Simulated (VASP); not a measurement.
# AsP3Pb (Imm2) in VASP: single point with PBEsol

Aim: the single point of AsP3Pb with PBEsol.

Program: VASP 6.6.1. These are calculated values, not measurements. Logs are shortened: lines on timing, memory, paths and dates and some standing lists are left out, and cuts for length are marked.

## (1) The cell of the first run

Symmetry: Imm2, No. 44, orthorhombic system. The conventional cell has a = 3.520 Å, b = 3.678 Å, c = 16.230 Å, α = 90.00°, β = 90.00°, γ = 90.00°. As (site symmetry mm2) has 8 P at 2.56 to 3.53 Å and 2 Pb at 3.14 Å and 4 As at 3.52 to 3.68 Å within 3.7 Å. P (site symmetry mm2) has 2 P at 2.20 Å within 2.9 Å. P (site symmetry mm2) has 1 P at 2.22 Å and 4 As at 2.56 Å within 2.9 Å. Within 2.9 Å of P (site symmetry mm2) lie 3 P at 2.20 to 2.22 Å. Within 4.1 Å of Pb (site symmetry mm2) lie 8 P at 3.12 to 3.62 Å and 2 As at 3.14 Å and 4 Pb at 3.52 to 3.68 Å.

## (2) Single point, PBEsol

INCAR

```
SYSTEM = AsP3Pb
PREC = Accurate
ENCUT = 520
EDIFF = 1E-6
ISMEAR = -1
SIGMA = 0.03
LREAL = .False.
LASPH = .True.
NELM = 60
ALGO = Normal
ISIF = 2
LWAVE = .False.
LCHARG = .False.
GGA = PS
NBANDS = 25
```

KPOINTS

```
regular mesh
0
Gamma
  6 6 6
  0 0 0
```

POSCAR

```
AsP3Pb
1.0
   -1.7598196969      1.8390115762      8.1149572903
    1.7598196969     -1.8390115762      8.1149572903
    1.7598196969      1.8390115762     -8.1149572903
As P Pb
1 3 1
Direct
    0.0480913319      0.0480913319      0.0000000000
    0.3158419943      0.8158419943      0.5000000000
    0.5341683043      0.5341683043      0.0000000000
    0.3971241499      0.3971241499      0.0000000000
    0.7047717196      0.2047717196      0.5000000000
```

Potentials or basis: VASP PAW PBE potentials, release 64 (As, P, Pb_d).

Command:

```bash
> cat potpaw_PBE.64/As/POTCAR potpaw_PBE.64/P/POTCAR potpaw_PBE.64/Pb_d/POTCAR > POTCAR
> mpirun -np 1 vasp_std > vasp.out
```

OUTCAR:

```text
SYSTEM = AsP3Pb
   PREC = Accurate
   ENCUT = 520
   EDIFF = 1E-6
   ISMEAR = -1
   LREAL = .False.
   LASPH = .True.
   NELM = 60
   ISIF = 2
   GGA = PS

 ion  position               nearest neighbor table
   1  0.048  0.048  0.000-   3 2.56   3 2.56   3 2.56   3 2.56   5 3.14   5 3.14
   2  0.316  0.816  0.500-   4 2.20   4 2.20   5 3.12   5 3.12   5 3.12   5 3.12
   3  0.534  0.534  0.000-   4 2.22   1 2.56   1 2.56   1 2.56   1 2.56   5 3.28   5 3.28
   4  0.397  0.397  0.000-   2 2.20   2 2.20   3 2.22
   5  0.705  0.205  0.500-   2 3.12   2 3.12   2 3.12   2 3.12   1 3.14   1 3.14   3 3.28   3 3.28

  LATTYP: Found a body centered orthorhombic cell.
 ALAT       =     3.5196393938
 B/A-ratio  =     1.0449999960
 C/A-ratio  =     4.6112435863

  Lattice vectors:

 A1 = (  -1.7598196969,   1.8390115762,   8.1149572903)
 A2 = (   1.7598196969,  -1.8390115762,   8.1149572903)
 A3 = (   1.7598196969,   1.8390115762,  -8.1149572903)

Analysis of symmetry for initial positions (statically):
=====================================================================
 Subroutine PRICEL returns:
 Original cell was already a primitive cell.

 Routine SETGRP: Setting up the symmetry group for a
 body centered orthorhombic supercell.

 Subroutine GETGRP returns: Found  4 space group operations
 (whereof  4 operations were pure point group operations)
 out of a pool of  8 trial point group operations.

The static configuration has the point symmetry C_2v.

Analysis of symmetry for dynamics (positions and initial velocities):
=====================================================================
 Subroutine PRICEL returns:
 Original cell was already a primitive cell.

 Routine SETGRP: Setting up the symmetry group for a
 body centered orthorhombic supercell.

 Subroutine GETGRP returns: Found  4 space group operations
 (whereof  4 operations were pure point group operations)
 out of a pool of  8 trial point group operations.

The dynamic configuration has the point symmetry C_2v.

 Subroutine INISYM returns: Found  4 space group operations
 (whereof  4 operations are pure point group operations),
 and found     1 'primitive' translations

----------------------------------------------------------------------------------------

                                     Primitive cell
[... 95 lines left out ...]
   ENCUT  =  520.0 eV  38.22 Ry    6.18 a.u.  15.81 15.81 15.81*2*pi/ulx,y,z
   NELM   =     60;   NELMIN=  2; NELMDL= -5     # of ELM steps
   EDIFF  = 0.1E-05   stopping-criterion for ELM
   LREAL  =      F    real-space projection
   EDIFFG = 0.1E-04   stopping-criterion for IOM
   NSW    =      0    number of steps for IOM
   IBRION =     -1    ionic relax: 0-MD 1-quasi-New 2-CG
   NFREE  =      0    steps in history (QN), initial steepest desc. (CG)
   ISIF   =      2    stress and relaxation
   ISYM   =      2    0-nonsym 1-usesym 2-fastsym
   POTIM  = 0.5000    time-step for ionic-motion
   TEBEG  =    0.0;   TEEND  =   0.0 temperature during run
   PSTRESS=    0.0 pullay stress
   NELECT =      34.0000    total number of electrons
   NUPDOWN=      -1.0000    fix difference up-down
   EMIN   =  10.00;   EMAX   =-10.00  energy-range for DOS
   EFERMI =   0.00;   METHOD = LEGACY
   ISMEAR =    -1;   SIGMA  =   0.03  broadening in eV -4-tet -1-fermi 0-gaus
   EFERMI_NEDOS =   21; number of points for ismear=-14 and -15
   IALGO  =     38    algorithm
   IMIX   =      4    mixing-type and parameters
     AMIX     =   0.40;   BMIX     =  1.00
     AMIX_MAG =   1.60;   BMIX_MAG =  1.00
  volume/ion in A,a.u.               =      21.01       141.78
  Fermi-wavevector in a.u.,A,eV,Ry     =   1.124005  2.124061 17.189422  1.263387
  Thomas-Fermi vector in A             =   2.260674
   LORBIT       =      0    0 simple, 1 ext, 2 COOP (PROOUT), +10 PAW based schemes
   GGA     = PS    functional components
   LHFCALC =     F    Hartree Fock is set to
   AEXX    =    0.0000 exact exchange contribution
   IVDW    =     0    specifies the selected vdW correction
   LEPSILON=     F    determine dielectric tensor
   LRPA    =     F    only Hartree local field effects (RPA)
 non-spin polarized calculation
  energy-cutoff  :      520.00
  volume of cell :      105.05
 maximum number of plane-waves:      2871
   NGX = 31   NGY = 31   NGZ = 31

 number of electron      33.9999998 magnetization

 Free energy of the ion-electron system (eV)
  ---------------------------------------------------
  ext. energy  EPLUGINS =         0.00000000
  ---------------------------------------------------
  free energy    TOTEN  =       -25.19800711 eV

  energy without entropy =      -25.19457150  energy(sigma->0) =      -25.19628930

 E-fermi :   6.7018     XC(G=0): -10.2956

 val. band max:        6.6773051014   @ k =  -0.1667   0.5000   0.1667
 cond. band min:       6.7207469559   @ k =   0.0000   0.0000   0.0000
 fundamental gap:      0.0434418545
 Fermi energy:         6.7017501714

 k-point     1 :       0.0000    0.0000    0.0000
  band No.  band energies     occupation
      1     -10.5483      2.00000
      2     -10.4425      2.00000
      3     -10.3535      2.00000
      4     -10.3324      2.00000
      5     -10.3072      2.00000
      6      -8.2954      2.00000
[... 661 lines left out ...]
     24      12.3595      0.00000
     25      13.0940      0.00000

 [... further k-points ...]

------------------------ aborting loop because EDIFF is reached ----------------------------------------

  FORCE on cell =-STRESS in cart. coord.  units (eV):
  Direction    XX          YY          ZZ          XY          YZ          ZX
  --------------------------------------------------------------------------------------
  -------------------------------------------------------------------------------------
  Total        0.0028073      0.0690176      0.0438411      0.0000000      0.0000000      0.0000000
  in kB        0.0428148      1.0526194      0.6686410      0.0000000      0.0000000      0.0000000
  external PRESSURE =       0.5880251 kB  Pullay stress =       0.0000000 kB

 VOLUME and BASIS-vectors are now :
 -----------------------------------------------------------------------------
  energy-cutoff  :      520.00
  volume of cell :      105.05
      direct lattice vectors                 reciprocal lattice vectors
    -1.759819697  1.839011576  8.114957290     0.000000000  0.271885184  0.061614619
     1.759819697 -1.839011576  8.114957290     0.284120016  0.000000000  0.061614619
     1.759819697  1.839011576 -8.114957290     0.284120016  0.271885184  0.000000000

 POSITION                                       TOTAL-FORCE (eV/Angst)
 -----------------------------------------------------------------------------------
      0.00000      0.00000      0.78052         0.000000      0.000000      0.001482
      1.75982     -0.00000      5.12609         0.000000      0.000000      0.003933
      0.00000      0.00000      8.66951        -0.000000     -0.000000     -0.003883
      0.00000      0.00000      6.44529        -0.000000     -0.000000      0.007151
      0.00000      1.83901      3.32343        -0.000000     -0.000000     -0.008682
 -----------------------------------------------------------------------------------
    total drift:                               -0.000000     -0.000000      0.000218

  FREE ENERGIE OF THE ION-ELECTRON SYSTEM (eV)
  ---------------------------------------------------
  free  energy   TOTEN  =       -25.1980071066 eV

  energy  without entropy=      -25.1945715024  energy(sigma->0) =      -25.19628930
```

It took 6.6 min on 1 thread of AMD EPYC 7R13 (Zen 3), shared host; peak memory 0.57 GiB.

What came out:

```yaml
Free_energy: -25.1980 eV
Pressure: 0.1 GPa
Largest_force: 0.009 eV/Å
Band_gap_on_the_k_mesh: zero (bands 17 and 18 overlap by 1.88 eV)
```

Forces on the atoms (eV/Å):
```
As   0.000  0.000  0.001
P    0.000  0.000  0.004
P    0.000  0.000 -0.004
P    0.000  0.000  0.007
Pb   0.000  0.000 -0.009
```

Levels at points of the mesh, in eV from the Fermi level:
```tsv
k point	band 14	band 15	band 16	band 17	band 18	band 19	band 20	band 21
(0.00, 0.00, 0.00)	-3.16	-2.48	-0.41	0.02	1.63	2.40	2.40	2.86
(0.50, 0.00, 0.00)	-2.96	-1.01	-0.31	-0.19	0.10	0.97	1.16	1.82
(0.00, 0.50, 0.00)	-1.81	-0.96	-0.27	-0.23	-0.20	0.33	0.59	1.29
(0.50, 0.50, 0.00)	-3.84	-3.82	-2.61	-2.31	-0.80	0.77	0.84	2.52
(0.50, 0.50, 0.50)	-2.57	-2.29	-1.61	0.71	1.01	1.76	1.82	2.75
```

Caveat: the PAW data sets were made with another functional, which shifts forces and pressure a little; spin-orbit coupling is left out, which moves the levels of the heavy elements.

The gap in the log of VASP goes by the Fermi energy; the results here count the filled bands.